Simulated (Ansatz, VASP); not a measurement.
# Zn in VASP and in Ansatz

```
CELL_PARAMETERS angstrom
-1.52618 1.52618 1.52618
1.52618 -1.52618 1.52618
1.52618 1.52618 -1.52618
ATOMIC_POSITIONS crystal
Zn 0.00000 0.00000 0.00000
```

Alike in both runs: task single point; functional LDA; k mesh 16 × 16 × 16; occupations fermi-dirac, width 0.1 eV; no spin polarisation.

|  | VASP | Ansatz |
| --- | --- | --- |
| version | VASP 6.6.1 | Ansatz 0.2.0 |
| potentials or method | VASP PAW LDA potentials, release 64 (Zn), cutoff 520 eV | plane waves (420 eV) with PAW, scalar-relativistic |
| valence electrons in the cell | 12 | 12 |

|  | VASP | Ansatz | Ansatz less VASP |
| --- | --- | --- | --- |
| pressure (GPa) | -2.5 | -3.1 | -0.60 |

Ansatz warns that its potentials were made for another functional, while VASP's fit it. LDA's correlation is that of Perdew and Zunger in VASP and of Perdew and Wang (1992) in Ansatz.
